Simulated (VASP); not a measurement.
A run of VASP 6.6.1:

The input INCAR:

```
SYSTEM = Na
PREC = Accurate ; ENCUT = 600
EDIFF = 1E-6 ; ISMEAR = 0
SIGMA = 0.1 ; LREAL = .FALSE.
LASPH = .TRUE. ; NELM = 80
ALGO = Fast ; ISIF = 3
LWAVE = .FALSE. ; LCHARG = .FALSE.
GGA = PS ; IBRION = 2
NSW = 80 ; EDIFFG = -0.01
```

Contents of KPOINTS:

```
Automatic mesh
0
G
  12 12 4
  0 0 0
```

File POSCAR:

```
Na
1.0
    3.7502502450      0.0000000000      0.0000000000
   -1.8751251225      3.2478119828      0.0000000000
    0.0000000000      0.0000000000     11.8407294927
Na
4
Direct
    0.0000000000      0.0000000000      0.0000000000
    0.0000000000      0.0000000000      0.5000000000
    0.3333333333      0.6666666667      0.2500000000
    0.6666666667      0.3333333333      0.7500000000
```

Potentials or basis: VASP PAW PBE potentials, release 64 (Na_pv).

Command:

```sh
$ cat potpaw_PBE.64/Na_pv/POTCAR > POTCAR
$ mpirun -np 1 vasp_std > vasp.out
```

Hardware: 1 thread of Intel(R) Xeon(R) Platinum 8488C (Sapphire Rapids), with other jobs on the host.

Task: How long does it take, and how much memory?

Result: Wall time 13 min on 1 thread of Intel(R) Xeon(R) Platinum 8488C (Sapphire Rapids), on a shared host, peak memory 0.36 GiB. Counts: scf iterations 80, k points 57, ion steps 11.
